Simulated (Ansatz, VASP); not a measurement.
This is a calculation of P for Ansatz 0.2.0.

The input input.yaml:

```yaml
crystal:
  lattice:
    - [1.6366841122, -5.4283585144, 0.0]
    - [1.6366841122, 5.4283585144, 0.0]
    - [0.0, 0.0, 4.5131404726]
  atoms:
    - { symbol: P, position: [0.90414313, 0.09585687, 0.58881517] }
    - { symbol: P, position: [0.09585687, 0.90414313, 0.41118483] }
    - { symbol: P, position: [0.59585687, 0.40414313, 0.08881517] }
    - { symbol: P, position: [0.40414313, 0.59585687, 0.91118483] }
hamiltonian:
  xc: pbe
  pseudopotentials: { kind: paw }
  dispersion: d3bj
kpoints:
  mp_grid: { grid: [8, 8, 6] }
scf:
  occupations: { method: fermi_dirac, width: 0.05 }
output:
  forces: true
  stress: true
  eigenvalues: true
```

Potentials or basis: Ansatz PAW.

Command:

```sh
$ ansatz run input.yaml --threads 2 --pin off --max-ram 5120MiB --backend cpu --events-out ev --progress --plain --runs-dir out
```

Problem. Translate it to VASP 6.6.1. Potentials there: VASP PAW PBE potentials, release 64 (P).

Solution. As run (the cutoff follows the program's own potentials):

File INCAR:

```
SYSTEM = P
  PREC = Accurate
  ENCUT = 520
  EDIFF = 1E-6
  ISMEAR = -1
  SIGMA = 0.05
  LREAL = .False.
  LASPH = .True.
  NELM = 60
  ALGO = Normal
  ISIF = 2
  LWAVE = .False.
  LCHARG = .False.
  GGA = PE
  IVDW = 12
  NBANDS = 18
```

Contents of KPOINTS:

```
regular mesh
0
Gamma
  8 8 6
  0 0 0
```

The input POSCAR:

```
P
1.0
    1.6366841122     -5.4283585144      0.0000000000
    1.6366841122      5.4283585144      0.0000000000
    0.0000000000      0.0000000000      4.5131404726
P
4
Direct
    0.9041431300      0.0958568700      0.5888151700
    0.0958568700      0.9041431300      0.4111848300
    0.5958568700      0.4041431300      0.0888151700
    0.4041431300      0.5958568700      0.9111848300
```

Potentials or basis: VASP PAW PBE potentials, release 64 (P).

The run is started by

```sh
$ cat potpaw_PBE.64/P/POTCAR > POTCAR
$ mpirun -np 1 vasp_std > vasp.out
```

Both were run:

|  | VASP | Ansatz | Ansatz less VASP |
| --- | --- | --- | --- |
| gap on the k mesh at the Fermi level (eV) | 0.08 | 0.06 | -0.012 |
| least direct gap on the mesh (eV) | 0.08 | 0.06 | -0.012 |
| pressure (GPa) | 0.4 | 0.8 | +0.35 |
| traceless stress, the component that is largest in VASP (GPa) | 0.32 | 0.32 | +0.006 |
| rms of the force components (eV/Å) | 0.273 | 0.304 | +0.0314 |

Atom by atom the forces differ by 0.032 eV/Å (rms over components).
